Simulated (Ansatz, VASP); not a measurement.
## One calculation of LiF, two programs

```
Li F
1.0
    -1.84062    1.84062    5.06888
     1.84062   -1.84062    5.06888
     1.84062    1.84062   -5.06888
Li F
2 2
Direct
  0.75000 0.25000 0.50000
  0.25000 0.75000 0.50000
  0.29530 0.29530 0.00000
  0.70470 0.70470 0.00000
```

Alike in both runs: functional PBE; k mesh 10 × 10 × 10; occupations gaussian, width 0.02 eV; no spin polarisation.

Ansatz relaxed the structure, and its values are those at the end. VASP's run is a single point on that final structure, the one shown.

|  | VASP | Ansatz |
| --- | --- | --- |
| version | VASP 6.6.1 | Ansatz 0.2.0 |
| potentials or method | VASP PAW PBE potentials, release 64 (Li_sv, F), cutoff 520 eV | scalar-relativistic, plane waves, PAW |
| valence electrons in the cell | 20 | 20 |

VASP gave:

- gap on the k mesh at the Fermi level (eV): 6.46
- least direct gap on the mesh (eV): 6.65

**Question.** Estimate Ansatz's values.

**Answer.** gap on the k mesh at the Fermi level (eV): 6.48; least direct gap on the mesh (eV): 6.66.

The functional is the same, so the differences come from potentials, cutoffs and numerics.

Noted on VASP's run: the cutoff is short for stress, so the pressure is rough.
